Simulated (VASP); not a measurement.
# AlN (P6_3mc) in VASP: G0W0 quasiparticle levels with r2SCAN

Aim: the G0W0 quasiparticle levels of AlN with r2SCAN.

Program: VASP 6.6.1. These are calculated values, not measurements. Logs are shortened: lines on timing, memory, paths and dates and some standing lists are left out, and cuts for length are marked.

**1. The cell of the first run**

The structure is hexagonal, space group P6_3mc (No. 186). Conventional cell: a = 3.107 Å, b = 3.107 Å, c = 4.979 Å, α = 90.00°, β = 90.00°, γ = 120.00°. Al (site symmetry 3m) has 4 N at 1.89 to 1.90 Å within 2.5 Å. N (site symmetry 3m) has 4 Al at 1.89 to 1.90 Å within 2.5 Å.

**2. G0W0 quasiparticle levels, r2SCAN**

POSCAR

```
AlN
1.0
    3.1066937606      0.0000000000      0.0000000000
   -1.5533468803      2.6904757185      0.0000000000
    0.0000000000      0.0000000000      4.9785915552
Al N
2 2
Direct
    0.3333333333      0.6666666667     -0.0032954727
    0.6666666667      0.3333333333      0.4967045273
    0.3333333333      0.6666666667      0.3782954727
    0.6666666667      0.3333333333      0.8782954727
```

INCAR.step1

```
ALGO = Normal
EDIFF = 1E-8
ENCUT = 500
ISMEAR = 0
LASPH = True
LCHARG = False
LMIXTAU = True
LREAL = False
LWAVE = True
METAGGA = R2SCAN
NELM = 100
PREC = Accurate
SIGMA = 0.01
```

INCAR.step2

```
ALGO = Exact
EDIFF = 1E-8
ENCUT = 500
ISMEAR = 0
ISTART = 1
LASPH = True
LCHARG = False
LMIXTAU = True
LOPTICS = True
LREAL = False
LWAVE = True
METAGGA = R2SCAN
NBANDS = 164
NELM = 1
PREC = Accurate
SIGMA = 0.01
```

INCAR.step3

```
ALGO = EVGW0
EDIFF = 1E-8
ENCUT = 500
ENCUTGW = 140.0
ISMEAR = 0
ISTART = 1
LASPH = True
LCHARG = False
LMIXTAU = True
LREAL = False
LWAVE = False
METAGGA = R2SCAN
NBANDS = 164
NBANDSGW = 16
NELMGW = 1
NOMEGA = 96
OMEGAMAX = 20
PREC = Accurate
PRECFOCK = Fast
SIGMA = 0.01
```

KPOINTS

```
k-points
0
Gamma
  6 6 4
```

Potentials or basis: VASP PAW PBE potentials, release 64 (Al_GW, N_GW).

The run is started by

```console
cat potpaw_PBE.64/Al_GW/POTCAR potpaw_PBE.64/N_GW/POTCAR > POTCAR
cp INCAR.step1 INCAR
mpirun -np 1 vasp_std > vasp.out
cp INCAR.step2 INCAR
mpirun -np 1 vasp_std > vasp.out
cp INCAR.step3 INCAR
mpirun -np 1 vasp_std > vasp.out
```

OUTCAR:

```text
EDIFF = 1E-8
   ENCUT = 500
   ENCUTGW = 140.0
   ISMEAR = 0
   ISTART = 1
   LASPH = True
   LREAL = False
   METAGGA = R2SCAN
   NELMGW = 1
   PREC = Accurate
   PRECFOCK = Fast

 ion  position               nearest neighbor table
   1  0.333  0.667  0.997-   4 1.89   4 1.89   4 1.89   3 1.90
   2  0.667  0.333  0.497-   3 1.89   3 1.89   3 1.89   4 1.90
   3  0.333  0.667  0.378-   2 1.89   2 1.89   2 1.89   1 1.90
   4  0.667  0.333  0.878-   1 1.89   1 1.89   1 1.89   2 1.90

  LATTYP: Found a hexagonal cell.
 ALAT       =     3.1066937606
 C/A-ratio  =     1.6025369537

  Lattice vectors:

 A1 = (   3.1066937606,   0.0000000000,   0.0000000000)
 A2 = (  -1.5533468803,   2.6904757185,   0.0000000000)
 A3 = (   0.0000000000,   0.0000000000,   4.9785915552)

Analysis of symmetry for initial positions (statically):
=====================================================================
 Subroutine PRICEL returns:
 Original cell was already a primitive cell.

 Routine SETGRP: Setting up the symmetry group for a
 hexagonal supercell.

 Subroutine GETGRP returns: Found 12 space group operations
 (whereof  6 operations were pure point group operations)
 out of a pool of 24 trial point group operations.

The static configuration has the point symmetry C_3v.
 The point group associated with its full space group is C_6v.

Analysis of symmetry for dynamics (positions and initial velocities):
=====================================================================
 Subroutine PRICEL returns:
 Original cell was already a primitive cell.

 Routine SETGRP: Setting up the symmetry group for a
 hexagonal supercell.

 Subroutine GETGRP returns: Found 12 space group operations
 (whereof  6 operations were pure point group operations)
 out of a pool of 24 trial point group operations.

The dynamic configuration has the point symmetry C_3v.
 The point group associated with its full space group is C_6v.

 Subroutine INISYM returns: Found 12 space group operations
 (whereof  6 operations are pure point group operations),
 and found     1 'primitive' translations

----------------------------------------------------------------------------------------

                                     Primitive cell

  volume of cell :      41.6135

  direct lattice vectors                    reciprocal lattice vectors
     3.106693761  0.000000000  0.000000000     0.321885605  0.185840741  0.000000000
    -1.553346880  2.690475719  0.000000000     0.000000000  0.371681481  0.000000000
     0.000000000  0.000000000  4.978591555     0.000000000  0.000000000  0.200860020

  length of vectors
     3.106693761  3.106693761  4.978591555     0.371681481  0.371681481  0.200860020

  position of ions in fractional coordinates (direct lattice)
     0.333333333  0.666666667  0.996704527
     0.666666667  0.333333333  0.496704527
     0.333333333  0.666666667  0.378295473
     0.666666667  0.333333333  0.878295473

  ion indices of the primitive-cell ions
   primitive index   ion index
                 1           1
                 2           2
                 3           3
                 4           4

----------------------------------------------------------------------------------------

 KPOINTS: k-points

Automatic generation of k-mesh.
 Grid dimensions read from file:
 generate k-points for:    6    6    4

 Generating k-lattice:

  Cartesian coordinates                     Fractional coordinates (reciprocal lattice)
     0.053647601  0.030973457  0.000000000     0.166666667  0.000000000  0.000000000
     0.000000000  0.061946914  0.000000000     0.000000000  0.166666667  0.000000000
     0.000000000  0.000000000  0.050215005     0.000000000  0.000000000  0.250000000

  Length of vectors
     0.061946914  0.061946914  0.050215005

  Shift w.r.t. Gamma in fractional coordinates (k-lattice)
     0.000000000  0.000000000  0.000000000

 Subroutine IBZKPT returns following result:
 ===========================================

 Found     21 irreducible k-points:

 Following reciprocal coordinates:
            Coordinates               Weight
  0.000000  0.000000  0.000000      1.000000
  0.166667 -0.000000  0.000000      6.000000
  0.333333 -0.000000  0.000000      6.000000
  0.500000 -0.000000  0.000000      3.000000
  0.166667  0.166667  0.000000      6.000000
  0.333333  0.166667  0.000000     12.000000
[... 13 lines left out ...]
  0.333333  0.166667  0.500000     12.000000
  0.333333  0.333333  0.500000      2.000000
   k-points           NKPTS =     21   k-points in BZ     NKDIM =    144   number of bands    NBANDS=    164
   number of dos      NEDOS =    301   number of ions     NIONS =      4
   total plane-waves  NPLWV =  20736
   dimension x,y,z NGX =    24 NGY =   24 NGZ =   36
   dimension x,y,z NGXF=    48 NGYF=   48 NGZF=   72
   ions per type =               2   2
   NGX,Y,Z   is equivalent  to a cutoff of  12.84, 12.84, 12.02 a.u.
   NGXF,Y,Z  is equivalent  to a cutoff of  25.69, 25.69, 24.04 a.u.
 SYSTEM =  unknown system
   PREC   = accura    normal or accurate (medium, high low for compatibility)
   ISTART =      1    job   : 0-new  1-cont  2-samecut
   ICHARG =      0    charge: 1-file 2-atom 10-const
   ISPIN  =      1    spin polarized calculation?
   LNONCOLLINEAR =      F non collinear calculations
   LSORBIT =      F    spin-orbit coupling
   LASPH  =      T    aspherical Exc in radial PAW
   ENCUT  =  500.0 eV  36.75 Ry    6.06 a.u.   5.66  5.66  9.08*2*pi/ulx,y,z
   NELM   =     60;   NELMIN=  2; NELMDL=  0     # of ELM steps
   EDIFF  = 0.1E-07   stopping-criterion for ELM
   LREAL  =      F    real-space projection
   EDIFFG = 0.1E-06   stopping-criterion for IOM
   NSW    =      0    number of steps for IOM
   IBRION =     -1    ionic relax: 0-MD 1-quasi-New 2-CG
   NFREE  =      0    steps in history (QN), initial steepest desc. (CG)
   ISIF   =      0    stress and relaxation
   ISYM   =      3    0-nonsym 1-usesym 2-fastsym
   POTIM  = 0.5000    time-step for ionic-motion
   TEBEG  =    0.0;   TEEND  =   0.0 temperature during run
   PSTRESS=    0.0 pullay stress
   NELECT =      16.0000    total number of electrons
   NUPDOWN=      -1.0000    fix difference up-down
   EMIN   =  10.00;   EMAX   =-10.00  energy-range for DOS
   EFERMI =   0.00;   METHOD = LEGACY
   ISMEAR =     0;   SIGMA  =   0.01  broadening in eV -4-tet -1-fermi 0-gaus
   EFERMI_NEDOS =   21; number of points for ismear=-14 and -15
   IALGO  =     38    algorithm
   IMIX   =      4    mixing-type and parameters
     AMIX     =   0.40;   BMIX     =  1.00
     AMIX_MAG =   1.60;   BMIX_MAG =  1.00
  volume/ion in A,a.u.               =      10.40        70.21
  Fermi-wavevector in a.u.,A,eV,Ry     =   1.190429  2.249585 19.281103  1.417121
  Thomas-Fermi vector in A             =   2.326514
   LORBIT       =      0    0 simple, 1 ext, 2 COOP (PROOUT), +10 PAW based schemes
   METAGGA = R2SCAN    functional components
   LHFCALC =     T    Hartree Fock is set to
   PRECFOCK=fast      Normal, Fast or Accurate (Low or Medium for compatibility)
   ENCUT4O =  -1.0   cutoff for four orbital integrals eV
   NKREDX  =     1    reduce k-point grid by
   NKREDY  =     1    reduce k-point grid by
   NKREDZ  =     1    reduce k-point grid by
   AEXX    =    1.0000 exact exchange contribution
   HFSCREEN=    0.0000 screening length (either q_TF or 0.3 A-1)
   HFSCREENC=   0.0000 screening length for correlation (either q_TF or 0.3 A-1)
   ENCUTFOCK=  -1.0 apply spherical cutoff to Coloumb kernel
   IVDW    =     0    specifies the selected vdW correction
   LEPSILON=     F    determine dielectric tensor
   LRPA    =     F    only Hartree local field effects (RPA)
   LRPAFORCE           =     F    calculate RPA forces
   ENCUTGW             = 140.0    cutoff for response function in eV
   ENCUTGWSOFT         = 112.0    soft cutoff for Coulomb kernel in GW response function in eV
   ENCUTLF             =  -1.0    cutoff for local field effects
   NELMGW              =     1    number of iterations in solving QP/BSE equation
   NELMHF              =     1    number of iterations in the inner HF iteration
   NKREDLFX            =     1    NKREDLFY  =   1   NKREDLFZ  =   1
 non-spin polarized calculation
 Gauss-broadening in eV      SIGMA  =   0.01
  energy-cutoff  :      500.00
  volume of cell :       41.61
 maximum number of plane-waves:      1087
 NGX is ok and might be reduce to    24
  NGX = 14; NGY = 14; NGZ = 24
   NGX = 11   NGY = 11   NGZ = 19
 maximum number of plane-waves:       162
 NGX is ok and might be reduce to    14

 QP shifts <psi_nk| G(iteration)W_0 |psi_nk>: iteration 1
 for sc-GW calculations column KS-energies equals QP-energies in previous step
 and V_xc(KS)=  KS-energies - (<T + V_ion + V_H > + <T+V_H+V_ion>^1  + <V_x>^1)

 k-point   1 :       0.0000    0.0000    0.0000
  band No.  KS-energies  QP-energies   sigma(KS)   V_xc(KS)     V^pw_x(r,r')   Z            occupation Imag(sigma)

      1     -11.1015     -11.9297     -17.2286     -16.1174     -25.0084       0.7454       2.0000       1.1779
      2      -8.9790      -9.6044     -18.4936     -17.6353     -26.0245       0.7287       2.0000       0.9145
      3      -1.1897      -2.3459     -14.7081     -13.1517     -18.6624       0.7428       2.0000       0.0946
      4       4.0064       3.2373     -17.6717     -16.6993     -20.6954       0.7910       2.0000       0.0347
      5       4.0064       3.2373     -17.6717     -16.6993     -20.6954       0.7910       2.0000       0.0347
      6       4.6742       3.9927     -17.9905     -17.1335     -20.8792       0.7951       2.0000       0.0319
[... 8 lines left out ...]
     15      19.0035      19.6371      -9.0173      -9.8002      -4.0117       0.8093       0.0000      -0.0952
     16      19.0035      19.6371      -9.0173      -9.8002      -4.0117       0.8093       0.0000      -0.0952

 k-point   2 :       0.1667   -0.0000    0.0000
  band No.  KS-energies  QP-energies   sigma(KS)   V_xc(KS)     V^pw_x(r,r')   Z            occupation Imag(sigma)

      1     -10.7530     -11.5461     -17.3634     -16.2971     -25.1013       0.7438       2.0000       1.1342
      2      -8.7924      -9.4137     -18.6205     -17.7773     -26.1201       0.7367       2.0000       0.9000
      3      -0.7640      -1.9146     -14.8473     -13.3136     -18.6799       0.7502       2.0000       0.0845
      4       2.5852       1.6528     -16.5773     -15.3904     -19.7257       0.7855       2.0000       0.0429
      5       3.3870       2.5701     -17.0907     -16.0558     -20.0679       0.7894       2.0000       0.0369
      6       3.6052       2.7809     -17.3597     -16.3162     -20.4281       0.7899       2.0000       0.0364
[... 8 lines left out ...]
     15      18.2563      18.9033      -9.7189     -10.5315      -4.6318       0.7962       0.0000      -0.0931
     16      18.5736      19.1068      -8.7266      -9.3846      -3.7895       0.8103       0.0000      -0.1024
[... 348 lines left out ...]
      5       2.2216       1.2380     -16.2288     -14.9747     -19.4134       0.7842       2.0000       0.0454
      6       2.2216       1.2380     -16.2288     -14.9747     -19.4134       0.7842       2.0000       0.0454
[... 8 lines left out ...]
     15      19.4019      20.0190     -10.1193     -10.8969      -4.8436       0.7935       0.0000      -0.1300
     16      19.4019      20.0190     -10.1193     -10.8969      -4.8436       0.7935       0.0000      -0.1300

 k-point  21 :       0.3333    0.3333    0.5000
  band No.  KS-energies  QP-energies   sigma(KS)   V_xc(KS)     V^pw_x(r,r')   Z            occupation Imag(sigma)

      1      -8.5868      -9.1853     -18.7818     -17.9822     -26.2714       0.7485       2.0000       0.8956
      2      -8.5868      -9.1853     -18.7818     -17.9822     -26.2714       0.7485       2.0000       0.8956
      3       0.0108      -1.1120     -15.4194     -13.9439     -19.1138       0.7610       2.0000       0.0717
      4       0.0108      -1.1120     -15.4194     -13.9439     -19.1138       0.7610       2.0000       0.0717
      5       0.9642      -0.1434     -15.3734     -13.9465     -18.7328       0.7763       2.0000       0.0560
      6       0.9642      -0.1434     -15.3734     -13.9465     -18.7328       0.7763       2.0000       0.0560
[... 8 lines left out ...]
     15      19.6793      20.1209      -8.9529      -9.4980      -3.9254       0.8102       0.0000      -0.1248
     16      19.6793      20.1209      -8.9529      -9.4980      -3.9254       0.8102       0.0000      -0.1248
```

Run time: 13 min. Hardware: 1 thread of Intel Xeon Platinum 8488C (Sapphire Rapids), shared host; peak memory 0.77 GiB.

What came out:

* Quasiparticle gap: 6.17 eV
* Least direct quasiparticle gap: 6.17 eV
* Band gap of the starting levels on the mesh: 4.90 eV
* Least direct gap of the starting levels on the mesh: 4.90 eV

Caveat: the k points lie up to 0.39 Å⁻¹ apart; bands, screening cutoff and mesh are small and nothing is extrapolated, so the quasiparticle values aren't converged.
